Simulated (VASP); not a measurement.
# SnTe in VASP: further runs, part 2 of 2

VASP 6.6.1. The steps go on from the part before.

### Step 3. Single point, LDA (functional LDA, strained)

Input file INCAR:

```
SYSTEM = SnTe
PREC     = Accurate       ! precision mode
ENCUT    = 520            ! plane-wave cutoff, eV
EDIFF    = 1E-6           ! SCF threshold, eV
ISMEAR   = 0              ! smearing method
SIGMA    = 0.1            ! smearing width, eV
LREAL    = .False.        ! projectors in reciprocal space
LASPH    = .True.         ! aspherical terms in the spheres
NELM     = 80             ! most SCF steps
ALGO     = Normal         ! electronic algorithm
ISIF     = 2              ! what is computed and relaxed
LWAVE    = .False.        ! write WAVECAR
LCHARG   = .False.        ! write CHGCAR
GGA      = CA             ! functional
NBANDS   = 17             ! bands
```

Input file KPOINTS:

```
regular mesh
0
Gamma
  12 12 12
  0 0 0
```

Input file POSCAR:

```
SnTe
1.0
    3.9015762400      0.0000000000      0.0000000000
    0.0000000000      3.9015762400      0.0000000000
    0.0000000000      0.0000000000      3.9015762400
Sn Te
1 1
Direct
    0.0000000000      0.0000000000      0.0000000000
    0.5000000000      0.5000000000      0.5000000000
```

Potentials or basis: VASP PAW LDA potentials, release 64 (Sn_d, Te).

The run is started by

```bash
cat potpaw_LDA.64/Sn_d/POTCAR potpaw_LDA.64/Te/POTCAR > POTCAR
mpirun -np 1 vasp_std > vasp.out
```

OUTCAR:

```text
SYSTEM = SnTe
   PREC = Accurate
   ENCUT = 520
   EDIFF = 1E-6
   ISMEAR = 0
   LREAL = .False.
   LASPH = .True.
   NELM = 80
   ISIF = 2
   GGA = CA

 ion  position               nearest neighbor table
   1  0.000  0.000  0.000-   2 3.38   2 3.38   2 3.38   2 3.38   2 3.38   2 3.38   2 3.38   2 3.38

   2  0.500  0.500  0.500-   1 3.38   1 3.38   1 3.38   1 3.38   1 3.38   1 3.38   1 3.38   1 3.38

  LATTYP: Found a simple cubic cell.
 ALAT       =     3.9015762400

  Lattice vectors:

 A1 = (   3.9015762400,   0.0000000000,   0.0000000000)
 A2 = (   0.0000000000,   3.9015762400,   0.0000000000)
 A3 = (   0.0000000000,   0.0000000000,   3.9015762400)

Analysis of symmetry for initial positions (statically):
=====================================================================
 Subroutine PRICEL returns:
 Original cell was already a primitive cell.

 Routine SETGRP: Setting up the symmetry group for a
 simple cubic supercell.

 Subroutine GETGRP returns: Found 48 space group operations
 (whereof 48 operations were pure point group operations)
 out of a pool of 48 trial point group operations.

The static configuration has the point symmetry O_h .

Analysis of symmetry for dynamics (positions and initial velocities):
=====================================================================
 Subroutine PRICEL returns:
 Original cell was already a primitive cell.

 Routine SETGRP: Setting up the symmetry group for a
 simple cubic supercell.

 Subroutine GETGRP returns: Found 48 space group operations
 (whereof 48 operations were pure point group operations)
 out of a pool of 48 trial point group operations.

The dynamic configuration has the point symmetry O_h .

 Subroutine INISYM returns: Found 48 space group operations
 (whereof 48 operations are pure point group operations),
 and found     1 'primitive' translations

----------------------------------------------------------------------------------------

                                     Primitive cell

[... 105 lines left out ...]
   ISMEAR =     0;   SIGMA  =   0.10  broadening in eV -4-tet -1-fermi 0-gaus
   EFERMI_NEDOS =   21; number of points for ismear=-14 and -15
   IALGO  =     38    algorithm
   IMIX   =      4    mixing-type and parameters
     AMIX     =   0.40;   BMIX     =  1.00
     AMIX_MAG =   1.60;   BMIX_MAG =  1.00
  volume/ion in A,a.u.               =      29.70       200.39
  Fermi-wavevector in a.u.,A,eV,Ry     =   1.138968  2.152337 17.650122  1.297247
  Thomas-Fermi vector in A             =   2.275672
   LORBIT       =      0    0 simple, 1 ext, 2 COOP (PROOUT), +10 PAW based schemes
   GGA     = CA    functional components
   LHFCALC =     F    Hartree Fock is set to
   AEXX    =    0.0000 exact exchange contribution
   IVDW    =     0    specifies the selected vdW correction
   LEPSILON=     F    determine dielectric tensor
   LRPA    =     F    only Hartree local field effects (RPA)
 non-spin polarized calculation
 Gauss-broadening in eV      SIGMA  =   0.10
  energy-cutoff  :      520.00
  volume of cell :       59.39
 maximum number of plane-waves:      1628
 NGX is ok and might be reduce to    30
   NGX = 15   NGY = 15   NGZ = 15

 number of electron      19.9999983 magnetization

 Free energy of the ion-electron system (eV)
  ---------------------------------------------------
  ext. energy  EPLUGINS =         0.00000000
  ---------------------------------------------------
  free energy    TOTEN  =        -8.34879640 eV

  energy without entropy =       -8.34379077  energy(sigma->0) =       -8.34629358

 E-fermi :   6.8586     XC(G=0): -10.0983

 val. band max:        6.8500058405   @ k =   0.5000   0.5000   0.0833
 cond. band min:       6.8649592390   @ k =   0.5000   0.5000   0.3333
 fundamental gap:      0.0149533985
 Fermi energy:         6.8585503256

 k-point     1 :       0.0000    0.0000    0.0000
  band No.  band energies     occupation
      1     -14.6550      2.00000
      2     -14.6550      2.00000
      3     -14.6178      2.00000
      4     -14.6178      2.00000
      5     -14.6178      2.00000
      6      -5.4702      2.00000
[... 457 lines left out ...]
      4     -14.6245      2.00000
      5     -14.6110      2.00000
      6      -3.8234      2.00000
[... 9 lines left out ...]
     16      14.9485      0.00000
     17      15.5830      0.00000

 [... further k-points ...]
[... 5 lines left out ...]
  --------------------------------------------------------------------------------------
  -------------------------------------------------------------------------------------
  Total       -1.5119736     -1.5119736     -1.5119736     -0.0000000      0.0000000      0.0000000
  in kB      -40.7881950    -40.7881950    -40.7881950     -0.0000000      0.0000000      0.0000000
  external PRESSURE =     -40.7881950 kB  Pullay stress =       0.0000000 kB

 VOLUME and BASIS-vectors are now :
 -----------------------------------------------------------------------------
  energy-cutoff  :      520.00
  volume of cell :       59.39
      direct lattice vectors                 reciprocal lattice vectors
     3.901576240  0.000000000  0.000000000     0.256306666  0.000000000  0.000000000
     0.000000000  3.901576240  0.000000000     0.000000000  0.256306666  0.000000000
     0.000000000  0.000000000  3.901576240     0.000000000  0.000000000  0.256306666

 POSITION                                       TOTAL-FORCE (eV/Angst)
 -----------------------------------------------------------------------------------
      0.00000      0.00000      0.00000         0.000000      0.000000      0.000000
      1.95079      1.95079      1.95079         0.000000      0.000000      0.000000
 -----------------------------------------------------------------------------------
    total drift:                                0.000000     -0.000000     -0.000000

  FREE ENERGIE OF THE ION-ELECTRON SYSTEM (eV)
  ---------------------------------------------------
  free  energy   TOTEN  =        -8.3487963964 eV

  energy  without entropy=       -8.3437907654  energy(sigma->0) =       -8.34629358
```

stdout:

```text
POSCAR found type information on POSCAR SnTe
 POSCAR found :  2 types and       2 ions
 scaLAPACK will be used
 LDA part: xc-table for (Slater(with rela. corr.)+CA(PZ))
 , standard interpolation
 POSCAR, INCAR and KPOINTS ok, starting setup
 FFT: planning ... GRIDC
 FFT: planning ... GRID_SOFT
 FFT: planning ... GRID
 WAVECAR not read
 entering main loop
```

It took 30 s on 1 thread of Intel Xeon 6975P-C (Granite Rapids), shared host; peak memory 0.2 GiB.

What came out:

* Free energy: -8.3488 eV
* Pressure: -4.1 GPa
* Band gap on the k mesh: zero (band 10 reaches 7.29 eV, above the bottom of band 11 at 5.54 eV)

Caveat: the cell differs from its parent crystal (functional LDA, strained); spin-orbit coupling is left out, which moves the levels of the heavy elements.

### Step 4. Single point, PBEsol (functional PBEsol, strained)

Input file INCAR:

```
ALGO = Normal ; EDIFF = 1E-6
ENCUT = 520 ; GGA = PS
ISIF = 2 ; ISMEAR = 0
LASPH = T ; LCHARG = T
LELF = T ; LREAL = F
LVHAR = T ; LWAVE = F
NBANDS = 17 ; NELM = 80
PREC = Accurate ; SIGMA = 0.1
```

Input file KPOINTS:

```
k-points
0
Gamma
  12 12 12
```

Input file POSCAR:

```
SnTe
1.0
    4.0351560270      0.0000000000      0.0000000000
    0.0000000000      4.0351560270      0.0000000000
    0.0000000000      0.0000000000      4.0351560270
Sn Te
1 1
Direct
    0.0000000000      0.0000000000      0.0000000000
    0.5000000000      0.5000000000      0.5000000000
```

Potentials or basis: VASP PAW PBE potentials, release 64 (Sn_d, Te).

The run is started by

```bash
cat potpaw_PBE.64/Sn_d/POTCAR potpaw_PBE.64/Te/POTCAR > POTCAR
mpirun -np 1 vasp_std > vasp.out
```

Wall time 29 s (1 thread of Intel Xeon 6975P-C (Granite Rapids), shared host); peak memory 0.23 GiB.

It converged, with:

```yaml
Free_energy: -7.7231 eV
Pressure: -5.9 GPa
Band_gap_on_the_k_mesh: zero (band 10 reaches 6.03 eV, above the bottom of band 11 at 4.72 eV)
```

Levels at points of the mesh, in eV from the Fermi level:
```tsv
k point	band 8	band 9	band 10	band 11	band 12	band 13
(0.00, 0.00, 0.00)	-1.47	-1.47	-1.47	3.77	3.77	4.74
(0.50, 0.00, 0.00)	-0.24	-0.17	-0.17	0.05	2.09	2.09
(0.50, 0.50, 0.00)	-4.18	-4.18	0.30	3.08	3.47	3.47
(0.50, 0.50, 0.50)	-2.45	-2.45	-2.45	-1.01	-1.01	-1.01
```

Caveat: the cell differs from its parent crystal (functional PBEsol, strained); the PAW data sets were made with another functional, which shifts forces and pressure a little; spin-orbit coupling is left out, which moves the levels of the heavy elements.

### Step 5. Single point, PBE (strained)

Input file INCAR:

```
  PREC = Accurate
  ENCUT = 520
  EDIFF = 1E-7
  ISMEAR = 0
  SIGMA = 0.1
  LREAL = False
  LASPH = True
  NELM = 100
  ALGO = Normal
  ISIF = 2
  LWAVE = False
  LCHARG = False
  GGA = PE
  NBANDS = 17
```

Input file KPOINTS:

```
regular mesh
0
Gamma
  12 12 12
```

Input file POSCAR:

```
SnTe
1.0
    3.9984908940      0.0000000000      0.0000000000
    0.0000000000      3.9984908940      0.0000000000
    0.0000000000      0.0000000000      3.9984908940
Sn Te
1 1
Direct
    0.0000000000      0.0000000000      0.0000000000
    0.5000000000      0.5000000000      0.5000000000
```

The run is started by

```bash
cat potpaw_PBE.64/Sn_d/POTCAR potpaw_PBE.64/Te/POTCAR > POTCAR
mpirun -np 1 vasp_std > vasp.out
```

It took 26 s on 1 thread of Intel Xeon 6975P-C (Granite Rapids), shared host; peak memory 0.23 GiB.

It converged, with:

```yaml
Free_energy: -7.0389 eV
Pressure: -2.9 GPa
Band_gap_on_the_k_mesh: zero (band 10 reaches 6.50 eV, above the bottom of band 11 at 5.12 eV)
```

Levels at points of the mesh, in eV from the Fermi level:
```tsv
k point	band 6	band 7	band 8	band 9	band 10	band 11	band 12	band 13	band 14	band 15
(0.00, 0.00, 0.00)	-11.82	-5.51	-1.54	-1.54	-1.54	3.76	3.76	4.91	4.91	4.91
(0.50, 0.00, 0.00)	-10.80	-7.81	-0.20	-0.20	-0.18	0.12	2.12	2.12	5.54	6.24
(0.50, 0.50, 0.00)	-10.15	-6.30	-4.32	-4.32	0.29	3.17	3.57	3.57	5.86	6.97
(0.50, 0.50, 0.50)	-9.71	-5.35	-2.55	-2.55	-2.55	-1.07	-1.07	-1.07	13.18	13.18
```

Caveat: the cell differs from its parent crystal (strained); spin-orbit coupling is left out, which moves the levels of the heavy elements.

### Step 6. Summary

```tsv
level	potentials or basis	cell	k mesh	gap on the mesh (eV)	pressure (GPa)
PBE	VASP PAW PBE potentials, release 64 (Sn_d, Te)	a = 3.879, b = 3.881, c = 3.884 Å, angles 90.1, 89.4, 90.3°, 2 atoms	10 × 10 × 10	none	0.4
LDA	VASP PAW LDA potentials, release 64 (Sn_d, Te)	a = 3.902 Å, 2 atoms	12 × 12 × 12	none	-4.1
PBEsol	VASP PAW PBE potentials, release 64 (Sn_d, Te)	a = 4.035 Å, 2 atoms	12 × 12 × 12	none	-5.9
PBE	VASP PAW PBE potentials, release 64 (Sn_d, Te)	a = 3.998 Å, 2 atoms	12 × 12 × 12	none	-2.9
```

Alike in all rows: task single point; no spin polarisation; cutoff (eV) 520; smearing gaussian 0.1 eV.

Caveats: spin-orbit coupling is left out, which moves the levels of the heavy elements; the PAW data sets were made with another functional, which shifts forces and pressure a little (some runs).

Absolute energies hang on the potentials; compare differences alone.
